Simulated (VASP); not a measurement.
# ZnS (zincblende type) (F-43m) in VASP: notebook

The runs below take ZnS (zincblende type) through single point, relaxation of cell and atoms, with PBE.

Program: VASP 6.6.1. These are calculated values, not measurements. Logs are shortened: lines on timing, memory, paths and dates and some standing lists are left out, and cuts for length are marked.

### Step 1. The cell of the first run

The structure is cubic, space group F-43m (No. 216). The conventional cell has a = 4.952 Å, b = 4.952 Å, c = 4.952 Å, α = 90.00°, β = 90.00°, γ = 90.00°. Zn (site symmetry -43m) has 4 S at 2.14 Å within 2.8 Å. Within 2.8 Å of S (site symmetry -43m) lie 4 Zn at 2.14 Å.

### Step 2. Single point, PBE

Contents of INCAR:

```
SYSTEM = ZnS
PREC = Accurate
ENCUT = 520
EDIFF = 1E-6
ISMEAR = -1
SIGMA = 0.1
LREAL = .False.
LASPH = .True.
NELM = 80
ALGO = Normal
ISIF = 2
LWAVE = .False.
LCHARG = .False.
GGA = PE
NBANDS = 16
```

Contents of KPOINTS:

```
regular mesh
0
Gamma
  13 13 13
  0 0 0
```

Contents of POSCAR:

```
ZnS
1.0
    0.0000000000      2.4759345280      2.4759345280
    2.4759345280      0.0000000000      2.4759345280
    2.4759345280      2.4759345280      0.0000000000
Zn S
1 1
Direct
    0.0000000000      0.0000000000      0.0000000000
    0.2500000000      0.2500000000      0.2500000000
```

Potentials or basis: VASP PAW PBE potentials, release 64 (Zn, S).

Launch:

```sh
$ cat potpaw_PBE.64/Zn/POTCAR potpaw_PBE.64/S/POTCAR > POTCAR
$ mpirun -np 1 vasp_std > vasp.out
```

OUTCAR:

```text
SYSTEM = ZnS
   PREC = Accurate
   ENCUT = 520
   EDIFF = 1E-6
   ISMEAR = -1
   LREAL = .False.
   LASPH = .True.
   NELM = 80
   ISIF = 2
   GGA = PE

 ion  position               nearest neighbor table
   1  0.000  0.000  0.000-   2 2.14   2 2.14   2 2.14   2 2.14
   2  0.250  0.250  0.250-   1 2.14   1 2.14   1 2.14   1 2.14

  LATTYP: Found a face centered cubic cell.
 ALAT       =     4.9518690560

  Lattice vectors:

 A1 = (   0.0000000000,   2.4759345280,   2.4759345280)
 A2 = (   2.4759345280,   0.0000000000,   2.4759345280)
 A3 = (   2.4759345280,   2.4759345280,   0.0000000000)

Analysis of symmetry for initial positions (statically):
=====================================================================
 Subroutine PRICEL returns:
 Original cell was already a primitive cell.

 Routine SETGRP: Setting up the symmetry group for a
 face centered cubic supercell.

 Subroutine GETGRP returns: Found 24 space group operations
 (whereof 24 operations were pure point group operations)
 out of a pool of 48 trial point group operations.

The static configuration has the point symmetry T_d .

Analysis of symmetry for dynamics (positions and initial velocities):
=====================================================================
 Subroutine PRICEL returns:
 Original cell was already a primitive cell.

 Routine SETGRP: Setting up the symmetry group for a
 face centered cubic supercell.

 Subroutine GETGRP returns: Found 24 space group operations
 (whereof 24 operations were pure point group operations)
 out of a pool of 48 trial point group operations.

The dynamic configuration has the point symmetry T_d .

 Subroutine INISYM returns: Found 24 space group operations
 (whereof 24 operations are pure point group operations),
 and found     1 'primitive' translations

----------------------------------------------------------------------------------------

                                     Primitive cell

  volume of cell :      30.3562

  direct lattice vectors                    reciprocal lattice vectors
     0.000000000  2.475934528  2.475934528    -0.201943951  0.201943951  0.201943951
     2.475934528  0.000000000  2.475934528     0.201943951 -0.201943951  0.201943951
     2.475934528  2.475934528  0.000000000     0.201943951  0.201943951 -0.201943951

  length of vectors
     3.501500189  3.501500189  3.501500189     0.349777183  0.349777183  0.349777183

  position of ions in fractional coordinates (direct lattice)
     0.000000000  0.000000000  0.000000000
     0.250000000  0.250000000  0.250000000

  ion indices of the primitive-cell ions
   primitive index   ion index
                 1           1
                 2           2

----------------------------------------------------------------------------------------

 KPOINTS: regular mesh

Automatic generation of k-mesh.
 Grid dimensions read from file:
 generate k-points for:   13   13   13

 Generating k-lattice:

  Cartesian coordinates                     Fractional coordinates (reciprocal lattice)
    -0.015534150  0.015534150  0.015534150     0.076923077  0.000000000  0.000000000
     0.015534150 -0.015534150  0.015534150     0.000000000  0.076923077  0.000000000
     0.015534150  0.015534150 -0.015534150     0.000000000  0.000000000  0.076923077

  Length of vectors
     0.026905937  0.026905937  0.026905937

  Shift w.r.t. Gamma in fractional coordinates (k-lattice)
     0.000000000  0.000000000  0.000000000

 Subroutine IBZKPT returns following result:
 ===========================================

 Found     84 irreducible k-points:

 Following reciprocal coordinates:
            Coordinates               Weight
  0.000000  0.000000  0.000000      1.000000
  0.076923  0.000000  0.000000      8.000000
  0.153846  0.000000  0.000000      8.000000
  0.230769  0.000000  0.000000      8.000000
  0.307692  0.000000  0.000000      8.000000
  0.384615  0.000000  0.000000      8.000000
[... 16 lines left out ...]
  0.384615  0.153846  0.000000     24.000000
  0.461538  0.153846  0.000000     24.000000
 [... further k-points ...]
   k-points           NKPTS =     84   k-points in BZ     NKDIM =     84   number of bands    NBANDS=     16
   number of dos      NEDOS =    301   number of ions     NIONS =      2
   total plane-waves  NPLWV =  21952
   dimension x,y,z NGX =    28 NGY =   28 NGZ =   28
   dimension x,y,z NGXF=    56 NGYF=   56 NGZF=   56
   ions per type =               1   1
   NGX,Y,Z   is equivalent  to a cutoff of  13.29, 13.29, 13.29 a.u.
   NGXF,Y,Z  is equivalent  to a cutoff of  26.59, 26.59, 26.59 a.u.
 SYSTEM =  ZnS
   PREC   = accura    normal or accurate (medium, high low for compatibility)
   ISTART =      0    job   : 0-new  1-cont  2-samecut
   ICHARG =      2    charge: 1-file 2-atom 10-const
   ISPIN  =      1    spin polarized calculation?
   LNONCOLLINEAR =      F non collinear calculations
   LSORBIT =      F    spin-orbit coupling
   LASPH  =      T    aspherical Exc in radial PAW
   ENCUT  =  520.0 eV  38.22 Ry    6.18 a.u.   6.51  6.51  6.51*2*pi/ulx,y,z
   NELM   =     80;   NELMIN=  2; NELMDL= -5     # of ELM steps
   EDIFF  = 0.1E-05   stopping-criterion for ELM
   LREAL  =      F    real-space projection
   EDIFFG = 0.1E-04   stopping-criterion for IOM
   NSW    =      0    number of steps for IOM
   IBRION =     -1    ionic relax: 0-MD 1-quasi-New 2-CG
   NFREE  =      0    steps in history (QN), initial steepest desc. (CG)
   ISIF   =      2    stress and relaxation
   ISYM   =      2    0-nonsym 1-usesym 2-fastsym
   POTIM  = 0.5000    time-step for ionic-motion
   TEBEG  =    0.0;   TEEND  =   0.0 temperature during run
   PSTRESS=    0.0 pullay stress
   NELECT =      18.0000    total number of electrons
   NUPDOWN=      -1.0000    fix difference up-down
   EMIN   =  10.00;   EMAX   =-10.00  energy-range for DOS
   EFERMI =   0.00;   METHOD = LEGACY
   ISMEAR =    -1;   SIGMA  =   0.10  broadening in eV -4-tet -1-fermi 0-gaus
   EFERMI_NEDOS =   21; number of points for ismear=-14 and -15
   IALGO  =     38    algorithm
   IMIX   =      4    mixing-type and parameters
     AMIX     =   0.40;   BMIX     =  1.00
     AMIX_MAG =   1.60;   BMIX_MAG =  1.00
  volume/ion in A,a.u.               =      15.18       102.43
  Fermi-wavevector in a.u.,A,eV,Ry     =   1.375360  2.599054 25.737001  1.891616
  Thomas-Fermi vector in A             =   2.500703
   LORBIT       =      0    0 simple, 1 ext, 2 COOP (PROOUT), +10 PAW based schemes
   GGA     = PE    functional components
   LHFCALC =     F    Hartree Fock is set to
   AEXX    =    0.0000 exact exchange contribution
   IVDW    =     0    specifies the selected vdW correction
   LEPSILON=     F    determine dielectric tensor
   LRPA    =     F    only Hartree local field effects (RPA)
 non-spin polarized calculation
  energy-cutoff  :      520.00
  volume of cell :       30.36
 maximum number of plane-waves:       869
 NGX is ok and might be reduce to    28
   NGX = 13   NGY = 13   NGZ = 13

 number of electron      17.9999990 magnetization

 Free energy of the ion-electron system (eV)
  ---------------------------------------------------
  ext. energy  EPLUGINS =         0.00000000
  ---------------------------------------------------
  free energy    TOTEN  =        -5.94484501 eV

  energy without entropy =       -5.94484496  energy(sigma->0) =       -5.94484499

 E-fermi :   6.3567     XC(G=0): -10.9219

 val. band max:        4.9747845424   @ k =   0.0000   0.0000   0.0000
 cond. band min:       7.6911866334   @ k =   0.4615   0.4615   0.0000
 fundamental gap:      2.7164020910
 Fermi energy:         6.3566591435

 k-point     1 :       0.0000    0.0000    0.0000
  band No.  band energies     occupation
      1     -10.3769      2.00000
      2      -2.8291      2.00000
      3      -2.8290      2.00000
      4      -2.8290      2.00000
      5      -1.9745      2.00000
      6      -1.9745      2.00000
[... 8 lines left out ...]
     15      16.9595      0.00000
     16      18.3179      0.00000

 k-point     2 :       0.0769    0.0000    0.0000
  band No.  band energies     occupation
      1     -10.3089      2.00000
      2      -2.8401      2.00000
      3      -2.8153      2.00000
      4      -2.8153      2.00000
      5      -1.9765      2.00000
      6      -1.9765      2.00000
[... 8 lines left out ...]
     15      16.5978      0.00000
     16      18.6662      0.00000

 k-point     3 :       0.1538    0.0000    0.0000
  band No.  band energies     occupation
      1     -10.1124      2.00000
      2      -2.8649      2.00000
      3      -2.7787      2.00000
      4      -2.7787      2.00000
      5      -1.9795      2.00000
      6      -1.9795      2.00000
[... 8 lines left out ...]
     15      16.0652      0.00000
     16      18.6356      0.00000

 k-point     4 :       0.2308    0.0000    0.0000
  band No.  band energies     occupation
      1      -9.8121      2.00000
      2      -2.8795      2.00000
      3      -2.7314      2.00000
      4      -2.7314      2.00000
      5      -1.9763      2.00000
      6      -1.9763      2.00000
[... 8 lines left out ...]
     15      15.9680      0.00000
     16      18.0340      0.00000
[... 324 lines left out ...]
 k-point    22 :       0.3077    0.1538    0.0000
  band No.  band energies     occupation
      1      -9.4925      2.00000
      2      -2.9526      2.00000
      3      -2.6387      2.00000
      4      -2.6320      2.00000
      5      -2.0313      2.00000
      6      -1.9144      2.00000
[... 8 lines left out ...]
     15      17.6279      0.00000
     16      19.8627      0.00000

 k-point    23 :       0.3846    0.1538    0.0000
  band No.  band energies     occupation
      1      -9.1580      2.00000
      2      -2.8897      2.00000
      3      -2.5920      2.00000
      4      -2.5917      2.00000
      5      -1.9869      2.00000
      6      -1.9018      2.00000
[... 8 lines left out ...]
     15      18.4035      0.00000
     16      19.5872      0.00000

 k-point    24 :       0.4615    0.1538    0.0000
  band No.  band energies     occupation
      1      -8.8800      2.00000
      2      -2.7683      2.00000
      3      -2.5712      2.00000
      4      -2.5056      2.00000
      5      -1.9003      2.00000
      6      -1.9001      2.00000
[... 8 lines left out ...]
     15      19.1148      0.00000
     16      19.9817      0.00000

 [... further k-points ...]

------------------------ aborting loop because EDIFF is reached ----------------------------------------

  FORCE on cell =-STRESS in cart. coord.  units (eV):
  Direction    XX          YY          ZZ          XY          YZ          ZX
  --------------------------------------------------------------------------------------
  -------------------------------------------------------------------------------------
  Total        7.0866008      7.0866008      7.0866008      0.0000000      0.0000000      0.0000000
  in kB      374.0253902    374.0253902    374.0253902      0.0000000      0.0000000      0.0000000
  external PRESSURE =     374.0253902 kB  Pullay stress =       0.0000000 kB

 VOLUME and BASIS-vectors are now :
 -----------------------------------------------------------------------------
  energy-cutoff  :      520.00
  volume of cell :       30.36
      direct lattice vectors                 reciprocal lattice vectors
     0.000000000  2.475934528  2.475934528    -0.201943951  0.201943951  0.201943951
     2.475934528  0.000000000  2.475934528     0.201943951 -0.201943951  0.201943951
     2.475934528  2.475934528  0.000000000     0.201943951  0.201943951 -0.201943951

 POSITION                                       TOTAL-FORCE (eV/Angst)
 -----------------------------------------------------------------------------------
      0.00000      0.00000      0.00000        -0.000000     -0.000000     -0.000000
      1.23797      1.23797      1.23797         0.000000      0.000000      0.000000
 -----------------------------------------------------------------------------------
    total drift:                                0.000002      0.000002      0.000002

  FREE ENERGIE OF THE ION-ELECTRON SYSTEM (eV)
  ---------------------------------------------------
  free  energy   TOTEN  =        -5.9448450119 eV

  energy  without entropy=       -5.9448449645  energy(sigma->0) =       -5.94484499
```

Run time: 47 s. Hardware: 1 thread of Intel Xeon 8259CL, shared host; peak memory 0.18 GiB.

Results:

* Free energy: -5.9448 eV
* Pressure: 37.4 GPa
* Band gap on the k mesh: 2.72 eV (least direct gap 3.34 eV)

Levels at points of the mesh, in eV from the valence-band top:
| k point | band 6 | band 7 | band 8 | band 9 | band 10 | band 11 | band 12 | band 13 |
| --- | --- | --- | --- | --- | --- | --- | --- | --- |
| (0.00, 0.00, 0.00) | -6.95 | 0.00 | 0.00 | 0.00 | 3.34 | 6.04 | 6.04 | 6.04 |

Caveat: the cell stands under pressure; an odd mesh through Γ misses points on the zone boundary, where band edges can lie.

### Step 3. Relaxation of cell and atoms, PBE, target pressure 37 GPa, at which the enthalpy is minimised

This run uses another cell than the first one, of 14.48 Å³/atom.

Contents of INCAR:

```
PREC = Accurate ; ENCUT = 600
EDIFF = 1E-6 ; ISMEAR = -1
SIGMA = 0.1 ; LREAL = False
LASPH = True ; NELM = 80
ALGO = Normal ; ISIF = 3
LWAVE = False ; LCHARG = False
GGA = PE ; IBRION = 2
NSW = 60 ; EDIFFG = -0.005
PSTRESS = 370.0
```

Contents of KPOINTS:

```
Automatic mesh
0
Gamma
  13 13 13
```

Contents of POSCAR:

```
ZnS
1.0
    0.0000000000      2.4374728079      2.4374728079
    2.4374728079      0.0000000000      2.4374728079
    2.4374728079      2.4374728079      0.0000000000
Zn S
1 1
Direct
    0.0000000000      0.0000000000      0.0000000000
    0.2500000000      0.2500000000      0.2500000000
```

Potentials or basis: VASP PAW PBE potentials, release 64 (Zn, S).

Launch:

```sh
$ cat potpaw_PBE.64/Zn/POTCAR potpaw_PBE.64/S/POTCAR > POTCAR
$ mpirun -np 1 vasp_std > vasp.out
```

Wall time 4.1 min (1 thread of Intel Xeon 8259CL, shared host); peak memory 0.19 GiB.

It converged, with:

```yaml
Free_energy: -5.9554 eV
Relaxed_volume: 15.20 Å³/atom
Relaxed_cell: a = 3.503 Å, b = 3.503 Å, c = 3.503 Å, α = 60.00°, β = 60.00°, γ = 60.00°
Space_group_after_relaxing_to_0.1_Å: F-43m (No. 216)
Energy_change_on_relaxing_the_run_minimises_the_enthalpy: -190.6 meV/atom
Ionic_steps: 7
Pressure_after_relaxing: 37.0 GPa
Band_gap_on_the_k_mesh: 2.72 eV (least direct gap 3.33 eV)
```

The path:
| step | energy change (eV) | largest force (eV/Å) | pressure (GPa) | volume (Å³) |
| --- | --- | --- | --- | --- |
| 1 | 0.0000 | 0.0000 | 48.26 | 28.96 |
| 2 | -0.9100 | 0.0000 | 19.91 | 33.44 |
| 3 | -0.3937 | 0.0000 | 36.52 | 30.46 |
| 4 | -0.3786 | 0.0000 | 37.09 | 30.39 |
| 5 | -0.3853 | 0.0000 | 36.86 | 30.42 |
| 6 | -0.3735 | 0.0000 | 37.40 | 30.37 |
| 7 | -0.3812 | 0.0000 | 36.97 | 30.40 |

Final structure:
```yaml
crystal:
  lattice:
    - [0.00000, 2.47720, 2.47720]
    - [2.47720, 0.00000, 2.47720]
    - [2.47720, 2.47720, 0.00000]
  atoms:
    - { symbol: Zn, position: [0.00000, 0.00000, 0.00000] }
    - { symbol: S, position: [0.25000, 0.25000, 0.25000] }
```

Levels at points of the mesh, in eV from the valence-band top:
```
           k point  band 7  band 8  band 9  band 10  band 11  band 12
(0.00, 0.00, 0.00)    0.00    0.00    0.00     3.33     6.04     6.04
```

Caveat: the cell is relaxed towards a set pressure, so the run minimises the enthalpy, not the energy; an odd mesh through Γ misses points on the zone boundary, where band edges can lie.

### Step 4. Relaxation of cell and atoms, PBE, target pressure 37 GPa, at which the enthalpy is minimised

Contents of INCAR:

```
SYSTEM = ZnS
ALGO     = Normal         ! electronic algorithm
EDIFF    = 1E-7           ! SCF threshold, eV
EDIFFG   = -0.005         ! ionic threshold
ENCUT    = 600            ! plane-wave cutoff, eV
GGA      = PE             ! functional
IBRION   = 2              ! ionic algorithm
ISIF     = 3              ! what is computed and relaxed
ISMEAR   = -1             ! smearing method
LASPH    = .TRUE.         ! aspherical terms in the spheres
LCHARG   = .FALSE.        ! write CHGCAR
LREAL    = .FALSE.        ! projectors in reciprocal space
LWAVE    = .FALSE.        ! write WAVECAR
NELM     = 60             ! most SCF steps
NSW      = 32             ! ionic steps
PREC     = Accurate       ! precision mode
PSTRESS  = 370.0        
SIGMA    = 0.1            ! smearing width, eV
```

Contents of KPOINTS:

```
k-points
0
G
  13 13 13
  0 0 0
```

Contents of POSCAR:

```
ZnS
1.0
    0.0000000000      2.4759345280      2.4759345280
    2.4759345280      0.0000000000      2.4759345280
    2.4759345280      2.4759345280      0.0000000000
Zn S
1 1
Direct
    0.0000000000      0.0000000000      0.0000000000
    0.2500000000      0.2500000000      0.2500000000
```

Launch:

```sh
$ cat potpaw_PBE.64/Zn/POTCAR potpaw_PBE.64/S/POTCAR > POTCAR
$ mpirun -np 1 vasp_std > vasp.out
```

Run time: 2.4 min. Hardware: 1 thread of Intel Xeon 8259CL, shared host; peak memory 0.19 GiB.

It converged, with:

| Item | Value |
| --- | --- |
| Free energy | -5.9571 eV |
| Relaxed volume | 15.20 Å³/atom |
| Relaxed cell | a = 3.504 Å, b = 3.504 Å, c = 3.504 Å, α = 60.00°, β = 60.00°, γ = 60.00° |
| Space group after relaxing (to 0.1 Å) | F-43m (No. 216) |
| Energy change on relaxing (the run minimises the enthalpy) | -6.1 meV/atom |
| Ionic steps | 3 |
| Pressure after relaxing | 37.0 GPa |
| Band gap on the k mesh | 2.72 eV (least direct gap 3.33 eV) |

Step by step:
| step | energy change (eV) | largest force (eV/Å) | pressure (GPa) | volume (Å³) |
| --- | --- | --- | --- | --- |
| 1 | 0.0000 | 0.0000 | 37.37 | 30.36 |
| 2 | -0.0358 | 0.0000 | 36.29 | 30.51 |
| 3 | -0.0121 | 0.0000 | 37.01 | 30.41 |

Final structure:
```
CELL_PARAMETERS angstrom
0.00000 2.47735 2.47735
2.47735 0.00000 2.47735
2.47735 2.47735 0.00000
ATOMIC_POSITIONS crystal
Zn 0.00000 0.00000 0.00000
S 0.25000 0.25000 0.25000
```

Levels at points of the mesh, in eV from the valence-band top:
```tsv
k point	band 6	band 7	band 8	band 9	band 10	band 11	band 12	band 13
(0.00, 0.00, 0.00)	-6.94	0.00	0.00	0.00	3.33	6.04	6.04	6.04
```

Caveat: the cell is relaxed towards a set pressure, so the run minimises the enthalpy, not the energy; an odd mesh through Γ misses points on the zone boundary, where band edges can lie.

### Step 5. Overview

| task | cell | cutoff (eV) | gap on the mesh (eV) | pressure (GPa) |
| --- | --- | --- | --- | --- |
| single point | a = 3.502 Å, angles 60.0°, 2 atoms | 520 | 2.72 | 37.4 |
| relaxation of cell and atoms | relaxed to 37 GPa from a = 3.447 Å, angles 60.0°, 2 atoms | 600 | 2.72 | 37.0 |
| relaxation of cell and atoms | relaxed to 37 GPa from a = 3.502 Å, angles 60.0°, 2 atoms | 600 | 2.72 | 37.0 |

Alike in all rows: level PBE; potentials or basis VASP PAW PBE potentials, release 64 (Zn, S); no spin polarisation; k mesh 13 × 13 × 13; smearing fermi-dirac 0.1 eV.

Caveats: an odd mesh through Γ misses points on the zone boundary, where band edges can lie; the cell is relaxed towards a set pressure, so the run minimises the enthalpy, not the energy (at least some runs); the cell stands under pressure (at least some runs).

Total energies depend on the potentials used, so only differences within one code and one set of settings carry meaning.
